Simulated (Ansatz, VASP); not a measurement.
**CdS in VASP and in Ansatz**

File INCAR:

```
PREC = Accurate ; ENCUT = 600
EDIFF = 1E-7 ; ISMEAR = -1
SIGMA = 0.05 ; LREAL = F
LASPH = T ; NELM = 100
ALGO = Normal ; ISIF = 3
LWAVE = F ; LCHARG = F
GGA = RE ; IBRION = 2
NSW = 60 ; EDIFFG = -0.01
```

Contents of KPOINTS:

```
regular mesh
0
Gamma
  7 7 5
```

Contents of POSCAR:

```
CdS
1.0
    4.2611695877      0.0000000000      0.0000000000
   -2.1305847939      3.6902811128      0.0000000000
    0.0000000000      0.0000000000      5.8041729400
Cd S
1 1
Direct
    0.0000000000      0.0000000000      0.4426919200
    0.6666666667      0.3333333333      0.4343080800
```

input.yaml

```yaml
crystal:
  lattice:
    - [4.2611695877, 0.0, 0.0]
    - [-2.1305847939, 3.6902811128, 0.0]
    - [0.0, 0.0, 5.80417294]
  atoms:
    - { symbol: Cd, position: [0.0, 0.0, 0.44269192] }
    - { symbol: S, position: [0.6666666667, 0.3333333333, 0.43430808] }
hamiltonian:
  xc: revpbe
  pseudopotentials: { kind: paw }
kpoints:
  mp_grid: { grid: [7, 7, 5] }
scf:
  occupations: { method: fermi_dirac, width: 0.05 }
output:
  forces: true
  stress: true
  eigenvalues: true
relax:
  f_tol: 0.01
  max_steps: 40
  cell: { stress_tol: 0.05 }
```

Alike in both runs: task relaxation of cell and atoms; functional revPBE; k mesh 7 × 7 × 5; occupations fermi-dirac, width 0.05 eV; no spin polarisation.

```csv
,VASP,Ansatz
version,VASP 6.6.1,Ansatz 0.2.0
potentials or method,"VASP PAW PBE potentials, release 64 (Cd, S)",Ansatz PAW
plane-wave cutoff (eV),600,420
valence electrons in the cell,18,26
```

|  | VASP | Ansatz | Ansatz less VASP |
| --- | --- | --- | --- |
| gap on the k mesh at the Fermi level, each at its own relaxed structure (eV) | 1.57 | 1.59 | +0.018 |
| relaxed volume (Å³/atom) | 50.17 | 50.58 | +0.407 |
| relaxed length of the cell vector where the two differ most in proportion (Å) | 6.286 | 6.361 | +0.0756 |

VASP's potentials were made for PBE, not for revPBE. VASP's potentials hold 18 valence electrons a cell and Ansatz's 26, so a difference there can come from the potentials and not from the codes.

Noted on Ansatz's run: odd divisions of the mesh miss points on the zone boundary, where band edges often lie, so the gap on the mesh can be too wide; the plane-wave basis is chosen anew once the cell has moved, so the energies of steps on either side of that aren't comparable.
